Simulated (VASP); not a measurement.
Crystal: CdS.

```xyz
2
Lattice="4.2612 0.0000 0.0000 -2.1306 3.6903 0.0000 0.0000 0.0000 5.8042" Properties=species:S:1:pos:R:3 pbc="T T T"
Cd    0.0000    0.0000    2.5695
S     2.1306    1.2301    2.5208
```

| Property | Result |
| --- | --- |
| Program | VASP 6.6.1 |
| Task | relaxation of cell and atoms |
| Functional | PBE |
| Dispersion | D4 |
| Potentials or basis | VASP PAW PBE potentials, release 64 (Cd, S) |
| Cutoff | 600 eV |
| k mesh | 7 × 7 × 5 |
| Occupations | fermi-dirac, width 0.05 eV |
| Spin | no spin polarisation |

At the start: pressure -0.7 GPa; volume 45.64 Å³/atom.

Q: Where does the relaxation end?

A: Over 46 steps the energy falls by 62.5 meV/atom and the volume is 27.97 Å³/atom (-38.7 %); space group P-6m2 (No. 187, to 0.1 Å) before, P3m1 (No. 156, to 0.1 Å).

Step by step:
```tsv
step	energy change (eV)	largest force (eV/Å)	pressure (GPa)	volume (Å³)
1	0.0000	0.0023	-0.65	91.27
3	-0.0036	0.0031	-0.06	89.71
5	-0.0085	0.0039	-0.07	87.74
7	-0.0362	0.0077	-0.11	78.88
9	0.6195	0.0314	10.79	43.66
11	-0.0851	0.0173	0.08	62.26
13	-0.0860	0.0164	0.02	63.25
15	-0.0865	0.0312	-0.35	64.50
17	-0.0866	0.0319	-0.35	64.53
19	-0.0868	0.0340	-0.35	64.67
21	-0.0875	0.0422	-0.38	65.24
23	-0.0881	0.0368	-0.66	67.49
25	-0.0895	0.0530	-0.35	66.43
27	-0.0896	0.0762	0.35	66.20
29	-0.0915	0.0639	0.00	66.28
31	-0.0958	0.0177	-0.48	65.99
33	-0.0992	0.0136	-0.27	65.36
35	-0.1204	0.0130	0.06	59.20
37	-0.1235	0.0494	0.47	56.84
39	-0.1248	0.0079	-0.04	56.81
41	-0.1249	0.0078	-0.04	56.72
43	-0.1250	0.0077	-0.12	55.90
45	-0.1251	0.0018	0.00	55.96
46	-0.1251	0.0021	-0.01	55.94
```

Final structure:
```
CELL_PARAMETERS angstrom
4.10702 0.00000 0.00000
-2.05351 3.55678 0.00000
0.00000 0.00000 3.82952
ATOMIC_POSITIONS crystal
Cd 0.00000 0.00000 0.53071
S 0.66667 0.33333 0.34629
```

Caveat: the volume moved by over 15 % at a fixed basis, so the end points are rough.
